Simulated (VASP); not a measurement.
Write the native input for VASP 6.6.1 that does the following.

| Property | Result |
| --- | --- |
| Task | relaxation of cell and atoms |
| Functional | LDA |
| Potentials or basis | VASP PAW LDA potentials, release 64 (Te, Mo_sv) |
| Cutoff | 600 eV |
| k mesh | 12 × 12 × 2 |
| Occupations | fermi-dirac, width 0.02 eV |
| Spin | no spin polarisation |
| Dipole correction | no |
| Further INCAR settings | ALGO = Normal; EDIFF = 1e-06; IBRION = 2; EDIFFG = -0.01; NSW = 80; ISIF = 3 |

The structure of Te2Mo lies in POSCAR:

```
Te2Mo
1.0
    3.5182000000      0.0000000000      0.0000000000
   -1.7591000000      3.0468505800      0.0000000000
    0.0000000000      0.0000000000     13.9736000000
Te Mo
4 2
Direct
    0.3333333300      0.6666666700      0.6210000000
    0.6666666700      0.3333333300      0.1210000000
    0.3333333300      0.6666666700      0.8790000000
    0.6666666700      0.3333333300      0.3790000000
    0.3333333300      0.6666666700      0.2500000000
    0.6666666700      0.3333333300      0.7500000000
```

These files were run (other wordings do the same):

INCAR

```
PREC = Accurate
ENCUT = 600
EDIFF = 1E-6
ISMEAR = -1
SIGMA = 0.02
LREAL = False
LASPH = True
NELM = 100
ALGO = Normal
ISIF = 3
LWAVE = False
LCHARG = False
GGA = CA
IBRION = 2
NSW = 80
EDIFFG = -0.01
```

KPOINTS

```
regular mesh
0
Gamma
  12 12 2
```

Potentials or basis: VASP PAW LDA potentials, release 64 (Te, Mo_sv).

Launch:

```sh
$ cat potpaw_LDA.64/Te/POTCAR potpaw_LDA.64/Mo_sv/POTCAR > POTCAR
$ mpirun -np 1 vasp_std > vasp.out
```

It gave:

* Relaxed volume: 24.01 Å³/atom
* Relaxed cell: a = 3.475 Å, b = 3.475 Å, c = 13.770 Å, α = 90.00°, β = 90.00°, γ = 120.00°
* Space group after relaxing (to 0.1 Å): P6_3/mmc (No. 194)
* Energy gained by relaxing: 6.8 meV/atom
* Ionic steps: 13
* Pressure after relaxing: 0.0 GPa
* Largest force after relaxing: 0.006 eV/Å
* Band gap on the k mesh: 0.68 eV (least direct gap 1.10 eV)

Caveat: spin-orbit coupling is left out, which moves the levels of the heavy elements.

It took 47 min on 1 thread of Intel Xeon 8259CL (shared host), peak memory 0.36 GiB.
